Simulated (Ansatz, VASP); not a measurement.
## Be in VASP and in Ansatz

INCAR

```
SYSTEM = Be
  ALGO = Normal
  EDIFF = 1E-7
  EDIFFG = -0.04
  ENCUT = 600
  GGA = PE
  IBRION = 2
  ISIF = 3
  ISMEAR = 0
  LASPH = .True.
  LCHARG = .False.
  LREAL = .False.
  LWAVE = .False.
  NELM = 100
  NSW = 90
  PREC = Accurate
  SIGMA = 0.1
```

The input KPOINTS:

```
k-points
0
Gamma
  6 6 2
  0 0 0
```

The input POSCAR:

```
Be
1.0
    3.4312417482      0.0000000000      0.0000000000
   -1.7156208741      2.9715425204      0.0000000000
    0.0000000000      0.0000000000     10.7728066695
Be
12
Direct
    0.6666666667      0.3333333333      0.6541826352
    0.6666666667      0.3333333333      0.0531401141
    0.6666666667      0.3333333333      0.4468598859
    0.6666666667      0.3333333333      0.8458173648
    0.0000000000      0.0000000000      0.2500000000
    0.3333333333      0.6666666667      0.9468598859
    0.0000000000      0.0000000000      0.7500000000
    0.6666666667      0.3333333333      0.2500000000
    0.3333333333      0.6666666667      0.3458173648
    0.3333333333      0.6666666667      0.7500000000
    0.3333333333      0.6666666667      0.1541826352
    0.3333333333      0.6666666667      0.5531401141
```

Input for Ansatz:

```yaml
crystal:
  lattice:
    - [3.4312417482, 0.0, 0.0]
    - [-1.7156208741, 2.9715425204, 0.0]
    - [0.0, 0.0, 10.7728066695]
  atoms:
    - { symbol: Be, position: [0.6666666667, 0.3333333333, 0.6541826352] }
    - { symbol: Be, position: [0.6666666667, 0.3333333333, 0.0531401141] }
    - { symbol: Be, position: [0.6666666667, 0.3333333333, 0.4468598859] }
    - { symbol: Be, position: [0.6666666667, 0.3333333333, 0.8458173648] }
    - { symbol: Be, position: [0.0, 0.0, 0.25] }
    - { symbol: Be, position: [0.3333333333, 0.6666666667, 0.9468598859] }
    - { symbol: Be, position: [0.0, 0.0, 0.75] }
    - { symbol: Be, position: [0.6666666667, 0.3333333333, 0.25] }
    - { symbol: Be, position: [0.3333333333, 0.6666666667, 0.3458173648] }
    - { symbol: Be, position: [0.3333333333, 0.6666666667, 0.75] }
    - { symbol: Be, position: [0.3333333333, 0.6666666667, 0.1541826352] }
    - { symbol: Be, position: [0.3333333333, 0.6666666667, 0.5531401141] }
basis:
  ecutwfc: 420
kpoints:
  mp_grid: { grid: [6, 6, 2] }
hamiltonian:
  xc: pbe
scf:
  occupations: { method: gaussian, width: 0.1 }
  lower_state_search: "off"
output:
  forces: true
  stress: true
  eigenvalues: true
relax:
  adjacent_minimum: "off"
  f_tol: 0.04
  max_steps: 70
  cell: { stress_tol: 0.4 }
```

Alike in both runs: task relaxation of cell and atoms; functional PBE; k mesh 6 × 6 × 2; occupations gaussian, width 0.1 eV; no spin polarisation.

|  | VASP | Ansatz |
| --- | --- | --- |
| version | VASP 6.6.1 | Ansatz 0.2.0 |
| potentials or method | VASP PAW PBE potentials, release 64 (Be), cutoff 600 eV | scalar-relativistic, plane waves, PAW |
| valence electrons in the cell | 24 | 24 |

VASP gave:

```
gap on the k mesh at the Fermi level, each at its own relaxed structure (eV) : none
relaxed volume (Å³/atom)                                                     : 9.18
relaxed cell length with the largest relative difference (Å)                 : 3.457
```

Task: Estimate Ansatz's values.

Result: gap on the k mesh at the Fermi level, each at its own relaxed structure (eV): none; relaxed volume (Å³/atom): 9.16; relaxed cell length with the largest relative difference (Å): 3.454.

A gap of «none» marks a metal or a gap that the smearing closes.
